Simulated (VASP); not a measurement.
Write the native input for VASP 6.6.1 that does the following.

* Task: single point
* Functional: r2SCAN
* Potentials or basis: VASP PAW PBE potentials, release 64 (Cd, F)
* Cutoff: 520 eV
* k mesh: 8 × 8 × 8
* Occupations: gaussian, width 0.05 eV
* Spin: no spin polarisation
* Dipole correction: no
* Further INCAR settings: ALGO = Normal; EDIFF = 1e-07; NBANDS = 20

CdF2:

```
Cd F
1.0
     0.00000    2.69400    2.69400
     2.69400    0.00000    2.69400
     2.69400    2.69400    0.00000
Cd F
1 2
Direct
  0.98393 0.98393 0.98393
  0.25000 0.25000 0.25000
  0.75000 0.75000 0.75000
```

This cell differs from its parent crystal: all Cd atoms moved -0.150 Å, as atom 1 along Cartesian [1 1 1].

These files were run (other wordings do the same):

POSCAR

```
CdF2
1.0
    0.0000000000      2.6940000000      2.6940000000
    2.6940000000      0.0000000000      2.6940000000
    2.6940000000      2.6940000000      0.0000000000
Cd F
1 2
Direct
   -0.0160732258     -0.0160732258     -0.0160732258
    0.2500000000      0.2500000000      0.2500000000
    0.7500000000      0.7500000000      0.7500000000
```

INCAR.step1

```
SYSTEM = CdF2
  PREC = Accurate
  ENCUT = 520
  ISMEAR = 0
  SIGMA = 0.05
  LREAL = .FALSE.
  LASPH = .TRUE.
  NELM = 100
  NBANDS = 20
  GGA = PE
  ALGO = Normal
  EDIFF = 1E-4
  LWAVE = .TRUE.
  LCHARG = .FALSE.
```

INCAR.step2

```
SYSTEM = CdF2
  PREC = Accurate
  ENCUT = 520
  EDIFF = 1E-7
  ISMEAR = 0
  SIGMA = 0.05
  LREAL = .FALSE.
  LASPH = .TRUE.
  NELM = 100
  ALGO = Normal
  ISIF = 2
  LWAVE = .FALSE.
  LCHARG = .TRUE.
  METAGGA = R2SCAN
  LMIXTAU = .TRUE.
  LELF = .TRUE.
  LVHAR = .TRUE.
  NBANDS = 20
  ISTART = 1
```

KPOINTS

```
regular mesh
0
G
  8 8 8
  0 0 0
```

Potentials or basis: VASP PAW PBE potentials, release 64 (Cd, F).

The run is started by

```bash
$ cat potpaw_PBE.64/Cd/POTCAR potpaw_PBE.64/F/POTCAR > POTCAR
$ cp INCAR.step1 INCAR
$ mpirun -np 1 vasp_std > vasp.out
$ cp INCAR.step2 INCAR
$ mpirun -np 1 vasp_std > vasp.out
```

It gave:

* Pressure: 2.4 GPa
* Largest force: 0.983 eV/Å
* Band gap on the k mesh: 3.77 eV (least direct gap 4.26 eV)

Caveat: the cell differs from its parent crystal (all Cd atoms moved -0.150 Å, as atom 1 along Cartesian [1 1 1]); the PAW data sets were made with another functional, which shifts forces and pressure a little.

Wall time 4.6 min on 1 thread of Intel Xeon 8259CL, on a shared host, peak memory 0.2 GiB.
